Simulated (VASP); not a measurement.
# ZrB2 (P6/mmm) in VASP: further runs

ZrB2 is run at these levels: LDA; tasks: single point.

All numbers are computed with VASP 6.6.1; they aren't measurements. Logs are shortened: lines on timing, memory, paths and dates and some standing lists are left out, and cuts for length are marked.

## 1. The cell of the first run

It takes space group P6/mmm (No. 191, hexagonal). The conventional cell has a = 3.168 Å, b = 3.168 Å, c = 3.552 Å, α = 90.00°, β = 90.00°, γ = 120.00°. Within 3.4 Å of Zr (site symmetry 6/mmm) lie 12 B at 2.55 Å and 6 Zr at 3.17 Å. Within 2.4 Å of B (site symmetry -6m2) lie 3 B at 1.83 Å.

## 2. Single point, LDA

File INCAR:

```
SYSTEM = ZrB2
ALGO     = Normal         ! electronic algorithm
EDIFF    = 1E-7           ! SCF threshold, eV
ENCUT    = 520            ! plane-wave cutoff, eV
ISIF     = 2              ! what is computed and relaxed
ISMEAR   = 0              ! smearing method
LASPH    = .TRUE.         ! aspherical terms in the spheres
LCHARG   = .TRUE.         ! write CHGCAR
LELF     = .TRUE.         ! ELF
LREAL    = .FALSE.        ! projectors in reciprocal space
LVHAR    = .TRUE.       
LWAVE    = .FALSE.        ! write WAVECAR
NBANDS   = 16             ! bands
NELM     = 100            ! most SCF steps
PREC     = Accurate       ! precision mode
SIGMA    = 0.1            ! smearing width, eV
```

File KPOINTS:

```
k-points
0
G
  6 6 6
  0 0 0
```

File POSCAR:

```
ZrB2
1.0
    3.1675246600      0.0000000000      0.0000000000
   -1.5837623300      2.7431568200      0.0000000000
    0.0000000000      0.0000000000      3.5523880600
Zr B
1 2
Direct
    0.0000000000      0.0000000000      0.0000000000
    0.3333333300      0.6666666700      0.5000000000
    0.6666666700      0.3333333300      0.5000000000
```

Potentials or basis: VASP PAW LDA potentials, release 64 (Zr_sv, B).

The run is started by

```
$ cat potpaw_LDA.64/Zr_sv/POTCAR potpaw_LDA.64/B/POTCAR > POTCAR
$ mpirun -np 1 vasp_std > vasp.out
```

OUTCAR:

```text
SYSTEM = ZrB2
   EDIFF = 1E-7
   ENCUT = 520
   ISIF = 2
   ISMEAR = 0
   LASPH = .TRUE.
   LREAL = .FALSE.
   NELM = 100
   PREC = Accurate

 ion  position               nearest neighbor table
   1  0.000  0.000  0.000-   2 2.55   3 2.55   2 2.55   3 2.55   2 2.55   2 2.55   3 2.55   3 2.55
                             3 2.55   3 2.55   2 2.55   2 2.55
   2  0.333  0.667  0.500-   3 1.83   3 1.83   3 1.83   1 2.55   1 2.55   1 2.55   1 2.55   1 2.55
                             1 2.55
   3  0.667  0.333  0.500-   2 1.83   2 1.83   2 1.83   1 2.55   1 2.55   1 2.55   1 2.55   1 2.55
                             1 2.55

  LATTYP: Found a hexagonal cell.
 ALAT       =     3.1675246600
 C/A-ratio  =     1.1215028899

  Lattice vectors:

 A1 = (   3.1675246600,   0.0000000000,   0.0000000000)
 A2 = (  -1.5837623300,   2.7431568200,   0.0000000000)
 A3 = (   0.0000000000,   0.0000000000,   3.5523880600)

Analysis of symmetry for initial positions (statically):
=====================================================================
 Subroutine PRICEL returns:
 Original cell was already a primitive cell.

 Routine SETGRP: Setting up the symmetry group for a
 hexagonal supercell.

 Subroutine GETGRP returns: Found 24 space group operations
 (whereof 24 operations were pure point group operations)
 out of a pool of 24 trial point group operations.

The static configuration has the point symmetry D_6h.

Analysis of symmetry for dynamics (positions and initial velocities):
=====================================================================
 Subroutine PRICEL returns:
 Original cell was already a primitive cell.

 Routine SETGRP: Setting up the symmetry group for a
 hexagonal supercell.

 Subroutine GETGRP returns: Found 24 space group operations
 (whereof 24 operations were pure point group operations)
 out of a pool of 24 trial point group operations.

The dynamic configuration has the point symmetry D_6h.

 Subroutine INISYM returns: Found 24 space group operations
 (whereof 24 operations are pure point group operations),
 and found     1 'primitive' translations

----------------------------------------------------------------------------------------

                                     Primitive cell

  volume of cell :      30.8668

  direct lattice vectors                    reciprocal lattice vectors
     3.167524660  0.000000000  0.000000000     0.315703935  0.182271752  0.000000000
    -1.583762330  2.743156820  0.000000000     0.000000000  0.364543504  0.000000000
     0.000000000  0.000000000  3.552388060     0.000000000  0.000000000  0.281500777

  length of vectors
     3.167524660  3.167524658  3.552388060     0.364543504  0.364543504  0.281500777

  position of ions in fractional coordinates (direct lattice)
     0.000000000  0.000000000  0.000000000
     0.333333330  0.666666670  0.500000000
     0.666666670  0.333333330  0.500000000

  ion indices of the primitive-cell ions
   primitive index   ion index
                 1           1
                 2           2
                 3           3

----------------------------------------------------------------------------------------

 KPOINTS: k-points

Automatic generation of k-mesh.
 Grid dimensions read from file:
 generate k-points for:    6    6    6

 Generating k-lattice:

  Cartesian coordinates                     Fractional coordinates (reciprocal lattice)
     0.052617323  0.030378625  0.000000000     0.166666667 -0.000000000  0.000000000
     0.000000000  0.060757251  0.000000000     0.000000000  0.166666667  0.000000000
     0.000000000  0.000000000  0.046916796     0.000000000  0.000000000  0.166666667

  Length of vectors
     0.060757251  0.060757251  0.046916796

  Shift w.r.t. Gamma in fractional coordinates (k-lattice)
     0.000000000  0.000000000  0.000000000

 Subroutine IBZKPT returns following result:
 ===========================================

 Found     28 irreducible k-points:

 Following reciprocal coordinates:
            Coordinates               Weight
  0.000000  0.000000  0.000000      1.000000
  0.166667  0.000000  0.000000      6.000000
  0.333333 -0.000000  0.000000      6.000000
  0.500000  0.000000  0.000000      3.000000
  0.166667  0.166667  0.000000      6.000000
  0.333333  0.166667  0.000000     12.000000
[... 16 lines left out ...]
  0.166667  0.000000  0.500000      6.000000
  0.333333 -0.000000  0.500000      6.000000
 [... further k-points ...]
   k-points           NKPTS =     28   k-points in BZ     NKDIM =     28   number of bands    NBANDS=     16
   number of dos      NEDOS =    301   number of ions     NIONS =      3
   total plane-waves  NPLWV =  16128
   dimension x,y,z NGX =    24 NGY =   24 NGZ =   28
   dimension x,y,z NGXF=    48 NGYF=   48 NGZF=   56
   ions per type =               1   2
   NGX,Y,Z   is equivalent  to a cutoff of  12.60, 12.60, 13.10 a.u.
   NGXF,Y,Z  is equivalent  to a cutoff of  25.19, 25.19, 26.21 a.u.
 SYSTEM =  ZrB2
   PREC   = accura    normal or accurate (medium, high low for compatibility)
   ISTART =      0    job   : 0-new  1-cont  2-samecut
   ICHARG =      2    charge: 1-file 2-atom 10-const
   ISPIN  =      1    spin polarized calculation?
   LNONCOLLINEAR =      F non collinear calculations
   LSORBIT =      F    spin-orbit coupling
   LASPH  =      T    aspherical Exc in radial PAW
   ENCUT  =  520.0 eV  38.22 Ry    6.18 a.u.   5.89  5.89  6.61*2*pi/ulx,y,z
   NELM   =    100;   NELMIN=  2; NELMDL= -5     # of ELM steps
   EDIFF  = 0.1E-06   stopping-criterion for ELM
   LREAL  =      F    real-space projection
   EDIFFG = 0.1E-05   stopping-criterion for IOM
   NSW    =      0    number of steps for IOM
   IBRION =     -1    ionic relax: 0-MD 1-quasi-New 2-CG
   NFREE  =      0    steps in history (QN), initial steepest desc. (CG)
   ISIF   =      2    stress and relaxation
   ISYM   =      2    0-nonsym 1-usesym 2-fastsym
   POTIM  = 0.5000    time-step for ionic-motion
   TEBEG  =    0.0;   TEEND  =   0.0 temperature during run
   PSTRESS=    0.0 pullay stress
   NELECT =      18.0000    total number of electrons
   NUPDOWN=      -1.0000    fix difference up-down
   EMIN   =  10.00;   EMAX   =-10.00  energy-range for DOS
   EFERMI =   0.00;   METHOD = LEGACY
   ISMEAR =     0;   SIGMA  =   0.10  broadening in eV -4-tet -1-fermi 0-gaus
   EFERMI_NEDOS =   21; number of points for ismear=-14 and -15
   IALGO  =     38    algorithm
   IMIX   =      4    mixing-type and parameters
     AMIX     =   0.40;   BMIX     =  1.00
     AMIX_MAG =   1.60;   BMIX_MAG =  1.00
  volume/ion in A,a.u.               =      10.29        69.43
  Fermi-wavevector in a.u.,A,eV,Ry     =   1.367735  2.584645 25.452408  1.870699
  Thomas-Fermi vector in A             =   2.493761
   LORBIT       =      0    0 simple, 1 ext, 2 COOP (PROOUT), +10 PAW based schemes
   GGA     = CA    functional components
   LHFCALC =     F    Hartree Fock is set to
   AEXX    =    0.0000 exact exchange contribution
   IVDW    =     0    specifies the selected vdW correction
   LEPSILON=     F    determine dielectric tensor
   LRPA    =     F    only Hartree local field effects (RPA)
 non-spin polarized calculation
 Gauss-broadening in eV      SIGMA  =   0.10
  energy-cutoff  :      520.00
  volume of cell :       30.87
 maximum number of plane-waves:       852
 NGX is ok and might be reduce to    24
   NGX = 11   NGY = 11   NGZ = 13

 number of electron      18.0000000 magnetization

 Free energy of the ion-electron system (eV)
  ---------------------------------------------------
  ext. energy  EPLUGINS =         0.00000000
  ---------------------------------------------------
  free energy    TOTEN  =       -27.39599200 eV

  energy without entropy =      -27.39038951  energy(sigma->0) =      -27.39319075

 E-fermi :  10.0270     XC(G=0): -12.5680

 val. band max:        9.9423499260   @ k =   0.1667   0.1667   0.1667
 cond. band min:      10.0755944164   @ k =   0.1667   0.1667   0.1667
 fundamental gap:      0.1332444904
 Fermi energy:        10.0270059601

 k-point     1 :       0.0000    0.0000    0.0000
  band No.  band energies     occupation
      1     -37.9455      2.00000
      2     -16.3089      2.00000
      3     -15.7095      2.00000
      4     -15.7095      2.00000
      5      -2.1418      2.00000
      6       7.8169      2.00000
[... 8 lines left out ...]
     15      15.5897      0.00000
     16      15.5897      0.00000

 k-point     2 :       0.1667    0.0000    0.0000
  band No.  band energies     occupation
      1     -37.9158      2.00000
      2     -16.2651      2.00000
      3     -15.9619      2.00000
      4     -15.7649      2.00000
      5      -1.6050      2.00000
      6       6.5014      2.00000
[... 8 lines left out ...]
     15      17.1388      0.00000
     16      17.4612      0.00000

 k-point     3 :       0.3333   -0.0000    0.0000
  band No.  band energies     occupation
      1     -37.8558      2.00000
      2     -16.4371      2.00000
      3     -16.1764      2.00000
      4     -15.8736      2.00000
      5      -0.1888      2.00000
      6       4.1545      2.00000
[... 8 lines left out ...]
     15      18.6002      0.00000
     16      20.3443      0.00000

 k-point     4 :       0.5000    0.0000    0.0000
  band No.  band energies     occupation
      1     -37.8255      2.00000
      2     -16.6621      2.00000
      3     -16.1313      2.00000
      4     -15.9269      2.00000
      5       1.5623      2.00000
      6       2.0823      2.00000
[... 8 lines left out ...]
     15      18.1588      0.00000
     16      20.3009      0.00000
[... 324 lines left out ...]
 k-point    22 :       0.0000    0.0000    0.5000
  band No.  band energies     occupation
      1     -37.9269      2.00000
      2     -16.6594      2.00000
      3     -15.6848      2.00000
      4     -15.6848      2.00000
      5      -0.1168      2.00000
      6       3.5111      2.00000
[... 8 lines left out ...]
     15      17.7933      0.00000
     16      21.1852      0.00000

 k-point    23 :       0.1667    0.0000    0.5000
  band No.  band energies     occupation
      1     -37.8976      2.00000
      2     -16.5998      2.00000
      3     -15.9263      2.00000
      4     -15.7372      2.00000
      5      -0.0061      2.00000
      6       4.2854      2.00000
[... 8 lines left out ...]
     15      18.6645      0.00000
     16      20.4959      0.00000

 k-point    24 :       0.3333   -0.0000    0.5000
  band No.  band energies     occupation
      1     -37.8383      2.00000
      2     -16.4778      2.00000
      3     -16.3838      2.00000
      4     -15.8399      2.00000
      5       0.3372      2.00000
      6       4.6226      2.00000
[... 8 lines left out ...]
     15      18.7927      0.00000
     16      22.0239      0.00000

 [... further k-points ...]
[... 5 lines left out ...]
  --------------------------------------------------------------------------------------
  -------------------------------------------------------------------------------------
  Total       -1.5181436     -1.5181436     -2.1214151      0.0000000     -0.0000000      0.0000000
  in kB      -78.8011214    -78.8011212   -110.1146721      0.0000000     -0.0000000      0.0000000
  external PRESSURE =     -89.2389716 kB  Pullay stress =       0.0000000 kB

 VOLUME and BASIS-vectors are now :
 -----------------------------------------------------------------------------
  energy-cutoff  :      520.00
  volume of cell :       30.87
      direct lattice vectors                 reciprocal lattice vectors
     3.167524660  0.000000000  0.000000000     0.315703935  0.182271752  0.000000000
    -1.583762330  2.743156820  0.000000000     0.000000000  0.364543504  0.000000000
     0.000000000  0.000000000  3.552388060     0.000000000  0.000000000  0.281500777

 POSITION                                       TOTAL-FORCE (eV/Angst)
 -----------------------------------------------------------------------------------
      0.00000      0.00000      0.00000        -0.000000      0.000000      0.000000
     -0.00000      1.82877      1.77619         0.000000      0.000000      0.000000
      1.58376      0.91439      1.77619        -0.000000      0.000000     -0.000000
 -----------------------------------------------------------------------------------
    total drift:                                0.000000     -0.000000     -0.000000

  FREE ENERGIE OF THE ION-ELECTRON SYSTEM (eV)
  ---------------------------------------------------
  free  energy   TOTEN  =       -27.3959920006 eV

  energy  without entropy=      -27.3903895052  energy(sigma->0) =      -27.39319075
```

It took 7 s on 1 thread of Intel Xeon Platinum 8559C (Emerald Rapids), shared host; peak memory 0.13 GiB.

What came out:

```
Free energy            : -27.3960 eV
Pressure               : -8.9 GPa
Band gap on the k mesh : zero (bands 9 and 10 overlap by 1.13 eV)
```

Caveat: the k points lie up to 0.38 Å⁻¹ apart, too coarse for converged energies and pressures of a metal.

## 3. Single point, LDA

This run uses another cell than the first one, of 9.90 Å³/atom.

File INCAR:

```
SYSTEM = ZrB2
  ALGO = Normal
  EDIFF = 1E-6
  ENCUT = 520
  GGA = CA
  ISIF = 2
  ISMEAR = 0
  LASPH = .True.
  LCHARG = .True.
  LELF = .True.
  LREAL = .False.
  LVHAR = .True.
  LWAVE = .False.
  NBANDS = 16
  NELM = 80
  PREC = Accurate
  SIGMA = 0.1
```

File KPOINTS:

```
k-points
0
Gamma
  9 9 6
  0 0 0
```

File POSCAR:

```
ZrB2
1.0
    3.1356928518      0.0000000000      0.0000000000
   -1.5678464259      2.7155896681      0.0000000000
    0.0000000000      0.0000000000      3.4863225679
Zr B
1 2
Direct
    0.0000000000      0.0000000000      0.0000000000
    0.3333333333      0.6666666667      0.5000000000
    0.6666666667      0.3333333333      0.5000000000
```

Potentials or basis: VASP PAW LDA potentials, release 64 (Zr_sv, B).

The run is started by

```
$ cat potpaw_LDA.64/Zr_sv/POTCAR potpaw_LDA.64/B/POTCAR > POTCAR
$ mpirun -np 1 vasp_std > vasp.out
```

OUTCAR:

```text
SYSTEM = ZrB2
   EDIFF = 1E-6
   ENCUT = 520
   GGA = CA
   ISIF = 2
   ISMEAR = 0
   LASPH = .True.
   LREAL = .False.
   NELM = 80
   PREC = Accurate

 ion  position               nearest neighbor table
   1  0.000  0.000  0.000-   2 2.51   3 2.51   2 2.51   3 2.51   2 2.51   2 2.51   3 2.51   3 2.51
                             3 2.51   3 2.51   2 2.51   2 2.51
   2  0.333  0.667  0.500-   3 1.81   3 1.81   3 1.81   1 2.51   1 2.51   1 2.51   1 2.51   1 2.51
                             1 2.51
   3  0.667  0.333  0.500-   2 1.81   2 1.81   2 1.81   1 2.51   1 2.51   1 2.51   1 2.51   1 2.51
                             1 2.51

  LATTYP: Found a hexagonal cell.
 ALAT       =     3.1356928518
 C/A-ratio  =     1.1118188970

  Lattice vectors:

 A1 = (   3.1356928518,   0.0000000000,   0.0000000000)
 A2 = (  -1.5678464259,   2.7155896681,   0.0000000000)
 A3 = (   0.0000000000,   0.0000000000,   3.4863225679)

Analysis of symmetry for initial positions (statically):
=====================================================================
 Subroutine PRICEL returns:
 Original cell was already a primitive cell.

 Routine SETGRP: Setting up the symmetry group for a
 hexagonal supercell.

 Subroutine GETGRP returns: Found 24 space group operations
 (whereof 24 operations were pure point group operations)
[... 165 lines left out ...]
  energy without entropy =      -27.47207848  energy(sigma->0) =      -27.47314919

 E-fermi :  10.8767     XC(G=0): -12.7502

 val. band max:       10.8140509305   @ k =   0.2222   0.2222   0.0000
 cond. band min:      10.9843876738   @ k =   0.3333   0.2222   0.0000
 fundamental gap:      0.1703367433
 Fermi energy:        10.8766669986

 k-point     1 :       0.0000    0.0000    0.0000
  band No.  band energies     occupation
      1     -37.3674      2.00000
      2     -15.7332      2.00000
      3     -15.1145      2.00000
      4     -15.1145      2.00000
      5      -1.8597      2.00000
      6       8.1465      2.00000
[... 433 lines left out ...]
      3     -15.8456      2.00000
      4     -15.5935      2.00000
      5       2.8844      2.00000
      6       2.8844      2.00000
[... 8 lines left out ...]
     15      21.1492      0.00000
     16      22.5602      0.00000

 [... further k-points ...]
[... 5 lines left out ...]
  --------------------------------------------------------------------------------------
  -------------------------------------------------------------------------------------
  Total        0.0369545      0.0369545      0.0670669      0.0000000     -0.0000000     -0.0000000
  in kB        1.9944022      1.9944022      3.6195409      0.0000000     -0.0000000     -0.0000000
  external PRESSURE =       2.5361151 kB  Pullay stress =       0.0000000 kB

 VOLUME and BASIS-vectors are now :
 -----------------------------------------------------------------------------
  energy-cutoff  :      520.00
  volume of cell :       29.69
      direct lattice vectors                 reciprocal lattice vectors
     3.135692852  0.000000000  0.000000000     0.318908786  0.184122073  0.000000000
    -1.567846426  2.715589668  0.000000000     0.000000000  0.368244147  0.000000000
     0.000000000  0.000000000  3.486322568     0.000000000  0.000000000  0.286835191

 POSITION                                       TOTAL-FORCE (eV/Angst)
 -----------------------------------------------------------------------------------
      0.00000      0.00000      0.00000         0.000000      0.000000      0.000000
     -0.00000      1.81039      1.74316         0.000000      0.000000      0.000000
      1.56785      0.90520      1.74316        -0.000000      0.000000      0.000000
 -----------------------------------------------------------------------------------
    total drift:                               -0.000000      0.000000      0.000000

  FREE ENERGIE OF THE ION-ELECTRON SYSTEM (eV)
  ---------------------------------------------------
  free  energy   TOTEN  =       -27.4742199028 eV

  energy  without entropy=      -27.4720784777  energy(sigma->0) =      -27.47314919
```

stdout:

```text
POSCAR found type information on POSCAR ZrB
 POSCAR found :  2 types and       3 ions
 scaLAPACK will be used
 LDA part: xc-table for (Slater(with rela. corr.)+CA(PZ))
 , standard interpolation
 POSCAR, INCAR and KPOINTS ok, starting setup
 FFT: planning ... GRIDC
 FFT: planning ... GRID_SOFT
 FFT: planning ... GRID
 WAVECAR not read
 entering main loop
```

Wall time 10 s (1 thread of Intel Xeon Platinum 8559C (Emerald Rapids), shared host); peak memory 0.14 GiB.

Results:

| Property | Result |
| --- | --- |
| Free energy | -27.4742 eV |
| Pressure | 0.3 GPa |
| Band gap on the k mesh | zero (bands 9 and 10 overlap by 0.81 eV) |

Stress tensor (GPa, compression positive):
```
0.20 0.00 0.00
0.00 0.20 0.00
0.00 0.00 0.36
```

(Part 1 of 2 ends here.)
